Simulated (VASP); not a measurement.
Runs of VASP 6.6.1 on W. It takes space group Fm-3m (No. 225, cubic). Conventional cell: a = 4.060 Å, b = 4.060 Å, c = 4.060 Å, α = 90.00°, β = 90.00°, γ = 90.00°. W (site symmetry m-3m) has 12 W at 2.87 Å within 3.8 Å. 

| smearing | gap on the mesh (eV) | pressure (GPa) |
| --- | --- | --- |
| fermi-dirac 0.1 eV | none | -12.0 |
| fermi-dirac 0.3 eV | none | (a) |
| fermi-dirac 0.5 eV | none | -7.9 |
| fermi-dirac 0.2 eV | none | -11.4 |

Alike in all rows: task single point; level PBEsol; potentials or basis VASP PAW PBE potentials, release 64 (W_sv); no spin polarisation; cell as given; k mesh 14 × 14 × 14; cutoff (eV) 520.

**Question.** Fill in the values left out.

**Answer.** (a) -10.6.

Caveats: the PAW data sets were made with another functional, which shifts forces and pressure a little; spin-orbit coupling is left out, which moves the levels of the heavy elements.

A k mesh can miss the band edges, and the runs leave out spin-orbit coupling on W.

A gap of «none» marks levels without a gap at the run's occupations.
